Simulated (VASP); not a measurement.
# Rh (P6_3/mmc) in VASP: a series of runs

Runs on Rh. Level: PBEsol. Tasks: relaxation of shape and atoms at fixed volume.

Everything below comes from runs of VASP 6.6.1. Logs are shortened: lines on timing, memory, paths and dates and some standing lists are left out, and cuts for length are marked.

## 1. The cell of the first run

The structure is hexagonal, space group P6_3/mmc (No. 194). Conventional cell: a = 2.621 Å, b = 2.621 Å, c = 8.549 Å, α = 90.00°, β = 90.00°, γ = 120.00°. Within 3.5 Å of Rh (site symmetry -3m) lie 12 Rh at 2.62 Å. Rh (site symmetry -6m2) has 12 Rh at 2.62 Å within 3.5 Å.

This isn't the form of Rh at room conditions, which is fcc.

## 2. Relaxation of shape and atoms at fixed volume, PBEsol (12.71 Å³/atom)

Input file INCAR:

```
ALGO = Normal
EDIFF = 1E-7
EDIFFG = -0.01
ENCUT = 500
GGA = PS
GGA_COMPAT = False
IBRION = 2
ISIF = 4
ISMEAR = 0
LASPH = True
LCHARG = False
LREAL = False
LWAVE = False
NELM = 120
NELMIN = 4
NSW = 50
PREC = Accurate
SIGMA = 0.1
```

Input file KPOINTS:

```
k-points
0
Gamma
  18 18 6
```

Input file POSCAR:

```
Rh
1.0
    2.6208152723      0.0000000000      0.0000000000
   -1.3104076362      2.2696926045      0.0000000000
    0.0000000000      0.0000000000      8.5489839104
Rh
4
Direct
    0.0000000000      0.0000000000      0.0000000000
    0.3333333333      0.6666666667      0.2500000000
    0.0000000000      0.0000000000      0.5000000000
    0.6666666667      0.3333333333      0.7500000000
```

Potentials or basis: VASP PAW PBE potentials, release 64 (Rh_pv).

Started as:

```bash
cat potpaw_PBE.64/Rh_pv/POTCAR > POTCAR
mpirun -np 1 vasp_std > vasp.out
```

OUTCAR:

```text
EDIFF = 1E-7
   EDIFFG = -0.01
   ENCUT = 500
   GGA = PS
   IBRION = 2
   ISIF = 4
   ISMEAR = 0
   LASPH = True
   LREAL = False
   NELM = 120
   NELMIN = 4
   NSW = 50
   PREC = Accurate

 ion  position               nearest neighbor table
   1  0.000  0.000  0.000-   2 2.62   4 2.62   4 2.62   2 2.62   4 2.62   2 2.62
   2  0.333  0.667  0.250-   1 2.62   3 2.62   1 2.62   3 2.62   1 2.62   3 2.62
   3  0.000  0.000  0.500-   2 2.62   4 2.62   4 2.62   2 2.62   4 2.62   2 2.62
   4  0.667  0.333  0.750-   1 2.62   3 2.62   1 2.62   3 2.62   1 2.62   3 2.62

  LATTYP: Found a hexagonal cell.
 ALAT       =     2.6208152723
 C/A-ratio  =     3.2619559268

  Lattice vectors:

 A1 = (   2.6208152723,   0.0000000000,   0.0000000000)
 A2 = (  -1.3104076362,   2.2696926045,   0.0000000000)
 A3 = (   0.0000000000,   0.0000000000,   8.5489839104)

Analysis of symmetry for initial positions (statically):
=====================================================================
 Subroutine PRICEL returns:
 Original cell was already a primitive cell.

 Routine SETGRP: Setting up the symmetry group for a
 hexagonal supercell.

 Subroutine GETGRP returns: Found 24 space group operations
 (whereof 12 operations were pure point group operations)
 out of a pool of 24 trial point group operations.

The static configuration has the point symmetry D_3d.
 The point group associated with its full space group is D_6h.

Analysis of symmetry for dynamics (positions and initial velocities):
=====================================================================
 Subroutine PRICEL returns:
 Original cell was already a primitive cell.

 Routine SETGRP: Setting up the symmetry group for a
 hexagonal supercell.

 Subroutine GETGRP returns: Found 24 space group operations
 (whereof 12 operations were pure point group operations)
 out of a pool of 24 trial point group operations.

The dynamic configuration has the point symmetry D_3d.
 The point group associated with its full space group is D_6h.

 Subroutine INISYM returns: Found 24 space group operations
 (whereof 12 operations are pure point group operations),
 and found     1 'primitive' translations

----------------------------------------------------------------------------------------

                                     Primitive cell

  volume of cell :      50.8532

  direct lattice vectors                    reciprocal lattice vectors
     2.620815272  0.000000000  0.000000000     0.381560658  0.220294149  0.000000000
    -1.310407636  2.269692604  0.000000000     0.000000000  0.440588297  0.000000000
     0.000000000  0.000000000  8.548983910     0.000000000  0.000000000  0.116972965

  length of vectors
     2.620815272  2.620815272  8.548983910     0.440588297  0.440588297  0.116972965

  position of ions in fractional coordinates (direct lattice)
     0.000000000  0.000000000  0.000000000
     0.333333333  0.666666667  0.250000000
     0.000000000  0.000000000  0.500000000
     0.666666667  0.333333333  0.750000000

  ion indices of the primitive-cell ions
   primitive index   ion index
                 1           1
                 2           2
                 3           3
                 4           4

----------------------------------------------------------------------------------------

 KPOINTS: k-points

Automatic generation of k-mesh.
 Grid dimensions read from file:
 generate k-points for:   18   18    6

 Generating k-lattice:

  Cartesian coordinates                     Fractional coordinates (reciprocal lattice)
     0.021197814  0.012238564  0.000000000     0.055555556  0.000000000  0.000000000
     0.000000000  0.024477128  0.000000000     0.000000000  0.055555556  0.000000000
     0.000000000  0.000000000  0.019495494     0.000000000  0.000000000  0.166666667

  Length of vectors
     0.024477128  0.024477128  0.019495494

  Shift w.r.t. Gamma in fractional coordinates (k-lattice)
     0.000000000  0.000000000  0.000000000

 Subroutine IBZKPT returns following result:
 ===========================================

 Found    148 irreducible k-points:

 Following reciprocal coordinates:
            Coordinates               Weight
  0.000000  0.000000  0.000000      1.000000
  0.055556  0.000000  0.000000      6.000000
  0.111111  0.000000  0.000000      6.000000
  0.166667  0.000000  0.000000      6.000000
  0.222222 -0.000000  0.000000      6.000000
  0.277778  0.000000  0.000000      6.000000
[... 16 lines left out ...]
  0.333333  0.111111  0.000000     12.000000
  0.388889  0.111111  0.000000     12.000000
 [... further k-points ...]
   k-points           NKPTS =    148   k-points in BZ     NKDIM =    148   number of bands    NBANDS=     36
   number of dos      NEDOS =    301   number of ions     NIONS =      4
   total plane-waves  NPLWV =  25600
   dimension x,y,z NGX =    20 NGY =   20 NGZ =   64
   dimension x,y,z NGXF=    40 NGYF=   40 NGZF=  128
   ions per type =               4
   NGX,Y,Z   is equivalent  to a cutoff of  12.69, 12.69, 12.45 a.u.
   NGXF,Y,Z  is equivalent  to a cutoff of  25.37, 25.37, 24.89 a.u.
 SYSTEM =  unknown system
   PREC   = accura    normal or accurate (medium, high low for compatibility)
   ISTART =      0    job   : 0-new  1-cont  2-samecut
   ICHARG =      2    charge: 1-file 2-atom 10-const
   ISPIN  =      1    spin polarized calculation?
   LNONCOLLINEAR =      F non collinear calculations
   LSORBIT =      F    spin-orbit coupling
   LASPH  =      T    aspherical Exc in radial PAW
   ENCUT  =  500.0 eV  36.75 Ry    6.06 a.u.   4.78  4.78 15.59*2*pi/ulx,y,z
   NELM   =    120;   NELMIN=  4; NELMDL= -5     # of ELM steps
   EDIFF  = 0.1E-06   stopping-criterion for ELM
   LREAL  =      F    real-space projection
   EDIFFG = -.1E-01   stopping-criterion for IOM
   NSW    =     50    number of steps for IOM
   IBRION =      2    ionic relax: 0-MD 1-quasi-New 2-CG
   NFREE  =      1    steps in history (QN), initial steepest desc. (CG)
   ISIF   =      4    stress and relaxation
   ISYM   =      2    0-nonsym 1-usesym 2-fastsym
   POTIM  = 0.5000    time-step for ionic-motion
   TEBEG  =    0.0;   TEEND  =   0.0 temperature during run
   PSTRESS=    0.0 pullay stress
   NELECT =      60.0000    total number of electrons
   NUPDOWN=      -1.0000    fix difference up-down
   EMIN   =  10.00;   EMAX   =-10.00  energy-range for DOS
   EFERMI =   0.00;   METHOD = LEGACY
   ISMEAR =     0;   SIGMA  =   0.10  broadening in eV -4-tet -1-fermi 0-gaus
   EFERMI_NEDOS =   21; number of points for ismear=-14 and -15
   IALGO  =     38    algorithm
   IMIX   =      4    mixing-type and parameters
     AMIX     =   0.40;   BMIX     =  1.00
     AMIX_MAG =   1.60;   BMIX_MAG =  1.00
  volume/ion in A,a.u.               =      12.71        85.79
  Fermi-wavevector in a.u.,A,eV,Ry     =   1.729893  3.269024 40.715844  2.992530
  Thomas-Fermi vector in A             =   2.804552
   LORBIT       =      0    0 simple, 1 ext, 2 COOP (PROOUT), +10 PAW based schemes
   GGA     = PS    functional components
   LHFCALC =     F    Hartree Fock is set to
   AEXX    =    0.0000 exact exchange contribution
   IVDW    =     0    specifies the selected vdW correction
   LEPSILON=     F    determine dielectric tensor
   LRPA    =     F    only Hartree local field effects (RPA)
 conjugate gradient relaxation of ions
 non-spin polarized calculation
 Gauss-broadening in eV      SIGMA  =   0.10
  energy-cutoff  :      500.00
  volume of cell :       50.85
 maximum number of plane-waves:      1316
 NGX is ok and might be reduce to    20
   NGX =  9   NGY =  9   NGZ = 31

 number of electron      59.9999991 magnetization

 Free energy of the ion-electron system (eV)
  ---------------------------------------------------
  ext. energy  EPLUGINS =         0.00000000
  ---------------------------------------------------
  free energy    TOTEN  =       -32.28079950 eV

  energy without entropy =      -32.25485026  energy(sigma->0) =      -32.26782488

 E-fermi :  13.2868     XC(G=0): -14.7281

 val. band max:       13.2790399391   @ k =   0.2222   0.1667   0.3333
 cond. band min:      13.2895367577   @ k =   0.5000   0.0000   0.1667
 fundamental gap:      0.0104968186
 Fermi energy:        13.2867590386

 k-point     1 :       0.0000    0.0000    0.0000
  band No.  band energies     occupation
      1     -34.1749      2.00000
      2     -33.7077      2.00000
      3     -33.6976      2.00000
      4     -33.3426      2.00000
      5     -33.3426      2.00000
      6     -33.2893      2.00000
[... 28 lines left out ...]
     35      13.7775      0.00000
     36      13.8384      0.00000

 k-point     2 :       0.0556    0.0000    0.0000
  band No.  band energies     occupation
      1     -34.1654      2.00000
      2     -33.7098      2.00000
      3     -33.7003      2.00000
      4     -33.3649      2.00000
      5     -33.3497      2.00000
      6     -33.3061      2.00000
[... 28 lines left out ...]
     35      13.7929      0.00000
     36      15.0516      0.00000

 k-point     3 :       0.1111    0.0000    0.0000
  band No.  band energies     occupation
      1     -34.1378      2.00000
      2     -33.7186      2.00000
      3     -33.7115      2.00000
      4     -33.4277      2.00000
      5     -33.3699      2.00000
      6     -33.3537      2.00000
[... 28 lines left out ...]
     35      13.8364      0.00000
     36      16.3872      0.00000

 k-point     4 :       0.1667    0.0000    0.0000
  band No.  band energies     occupation
      1     -34.0939      2.00000
      2     -33.7420      2.00000
      3     -33.7418      2.00000
      4     -33.5208      2.00000
      5     -33.4295      2.00000
      6     -33.4002      2.00000
[... 28 lines left out ...]
     35      13.8991      0.00000
     36      17.7774      0.00000

 k-point     5 :       0.2222   -0.0000    0.0000
  band No.  band energies     occupation
      1     -34.0378      2.00000
      2     -33.8045      2.00000
      3     -33.7898      2.00000
      4     -33.6310      2.00000
      5     -33.5426      2.00000
      6     -33.4421      2.00000
[... 655 lines left out ...]
 k-point    22 :       0.2778    0.1111    0.0000
  band No.  band energies     occupation
      1     -33.9925      2.00000
      2     -33.9765      2.00000
      3     -33.8558      2.00000
      4     -33.8440      2.00000
      5     -33.8059      2.00000
      6     -33.5593      2.00000
[... 28 lines left out ...]
     35      15.4765      0.00000
     36      22.3469      0.00000

 k-point    23 :       0.3333    0.1111    0.0000
  band No.  band energies     occupation
      1     -34.0689      2.00000
      2     -34.0389      2.00000
      3     -33.9232      2.00000
      4     -33.8817      2.00000
      5     -33.7858      2.00000
      6     -33.5855      2.00000
[... 28 lines left out ...]
     35      16.2409      0.00000
     36      21.9340      0.00000

 k-point    24 :       0.3889    0.1111    0.0000
  band No.  band energies     occupation
      1     -34.1203      2.00000
      2     -34.0835      2.00000
      3     -33.9758      2.00000
      4     -33.9290      2.00000
      5     -33.7141      2.00000
      6     -33.6041      2.00000
[... 28 lines left out ...]
     35      17.3509      0.00000
     36      20.3227      0.00000

 [... further k-points ...]

------------------------ aborting loop because EDIFF is reached ----------------------------------------

  FORCE on cell =-STRESS in cart. coord.  units (eV):
  Direction    XX          YY          ZZ          XY          YZ          ZX
  --------------------------------------------------------------------------------------
  -------------------------------------------------------------------------------------
  Total        6.7590981      6.7590981      6.7865653     -0.0000000      0.0000000      0.0000000
  in kB      212.9518302    212.9518302    213.8172105     -0.0000000      0.0000000      0.0000000
  external PRESSURE =     213.2402903 kB  Pullay stress =       0.0000000 kB

 VOLUME and BASIS-vectors are now :
 -----------------------------------------------------------------------------
  energy-cutoff  :      500.00
  volume of cell :       50.85
      direct lattice vectors                 reciprocal lattice vectors
     2.620815272  0.000000000  0.000000000     0.381560658  0.220294149  0.000000000
    -1.310407636  2.269692604  0.000000000     0.000000000  0.440588297  0.000000000
     0.000000000  0.000000000  8.548983910     0.000000000  0.000000000  0.116972965

 POSITION                                       TOTAL-FORCE (eV/Angst)
 -----------------------------------------------------------------------------------
      0.00000      0.00000      0.00000        -0.000000      0.000000      0.000000
     -0.00000      1.51313      2.13725        -0.000000      0.000000      0.000000
      0.00000      0.00000      4.27449        -0.000000      0.000000      0.000000
      1.31041      0.75656      6.41174         0.000000     -0.000000     -0.000000
 -----------------------------------------------------------------------------------
    total drift:                                0.000000     -0.000000      0.000000

  FREE ENERGIE OF THE ION-ELECTRON SYSTEM (eV)
  ---------------------------------------------------
  free  energy   TOTEN  =       -32.2807994987 eV

  energy  without entropy=      -32.2548502573  energy(sigma->0) =      -32.26782488

 reached required accuracy - stopping structural energy minimisation
```

Run time: 3.3 min. Hardware: 1 thread of Oxide Virtual Turin-like, shared host; peak memory 0.26 GiB.

Results:

```yaml
Free_energy: -32.2808 eV
Pressure_after_relaxing: 21.3 GPa
Band_gap_on_the_k_mesh: zero (bands 30 and 31 overlap by 2.29 eV)
```

Final structure:
```
Rh
1.0
     2.62082    0.00000    0.00000
    -1.31041    2.26969    0.00000
     0.00000    0.00000    8.54898
Rh
4
Direct
  0.00000 0.00000 0.00000
  0.33333 0.66667 0.25000
  0.00000 0.00000 0.50000
  0.66667 0.33333 0.75000
```

Caveat: the highest band is partly filled, so the run has too few bands; the PAW data sets were made with another functional, which shifts forces and pressure a little.

## 3. Relaxation of shape and atoms at fixed volume, PBEsol (13.12 Å³/atom)

This run uses another cell than the first one, of 13.12 Å³/atom.

Input file INCAR:

```
SYSTEM = Rh
PREC = Accurate ; ENCUT = 500
EDIFF = 1E-7 ; ISMEAR = 0
SIGMA = 0.1 ; LREAL = .False.
LASPH = .True. ; NELM = 120
ALGO = Normal ; ISIF = 4
LWAVE = .False. ; LCHARG = .False.
GGA = PS ; IBRION = 2
NSW = 50 ; EDIFFG = -0.01
GGA_COMPAT = .False. ; NELMIN = 4
```

Input file KPOINTS:

```
regular mesh
0
Gamma
  18 18 6
  0 0 0
```

Input file POSCAR:

```
Rh
1.0
    2.6484048290      0.0000000000      0.0000000000
   -1.3242024145      2.2935858614      0.0000000000
    0.0000000000      0.0000000000      8.6389798282
Rh
4
Direct
    0.0000000000      0.0000000000      0.0000000000
    0.3333333333      0.6666666667      0.2500000000
    0.0000000000      0.0000000000      0.5000000000
    0.6666666667      0.3333333333      0.7500000000
```

Potentials or basis: VASP PAW PBE potentials, release 64 (Rh_pv).

Started as:

```bash
cat potpaw_PBE.64/Rh_pv/POTCAR > POTCAR
mpirun -np 1 vasp_std > vasp.out
```

Wall time 2.3 min (1 thread of Oxide Virtual Turin-like, shared host); peak memory 0.26 GiB.

The run converged. Its results:

```yaml
Free_energy: -32.4368 eV
Pressure_after_relaxing: 9.7 GPa
Band_gap_on_the_k_mesh: zero (bands 30 and 31 overlap by 2.17 eV)
```

Final structure:
```cif
data_structure
_symmetry_space_group_name_H-M 'P 1'
_symmetry_Int_Tables_number 1
_cell_length_a 2.6484
_cell_length_b 2.6484
_cell_length_c 8.6390
_cell_angle_alpha 90.000
_cell_angle_beta 90.000
_cell_angle_gamma 120.000
_cell_volume 52.48
loop_
_atom_site_label
_atom_site_type_symbol
_atom_site_fract_x
_atom_site_fract_y
_atom_site_fract_z
_atom_site_occupancy
Rh1 Rh 0.00000 0.00000 0.00000 1
Rh2 Rh 0.33333 0.66667 0.25000 1
Rh3 Rh 0.00000 0.00000 0.50000 1
Rh4 Rh 0.66667 0.33333 0.75000 1
```

Levels at points of the mesh, in eV from the Fermi level:
```tsv
k point	band 28	band 29	band 30	band 31	band 32	band 33
(0.00, 0.00, 0.00)	-1.56	-1.56	-0.93	-0.93	-0.37	-0.37
(0.50, 0.00, 0.00)	0.65	0.71	0.90	0.91	0.94	1.14
(0.00, 0.00, 0.50)	-1.29	-1.23	-1.23	-1.23	-1.23	0.08
(0.50, 0.00, 0.50)	-0.12	0.63	0.63	0.87	0.87	2.96
```

Caveat: the highest band is partly filled, so the run has too few bands; the PAW data sets were made with another functional, which shifts forces and pressure a little.
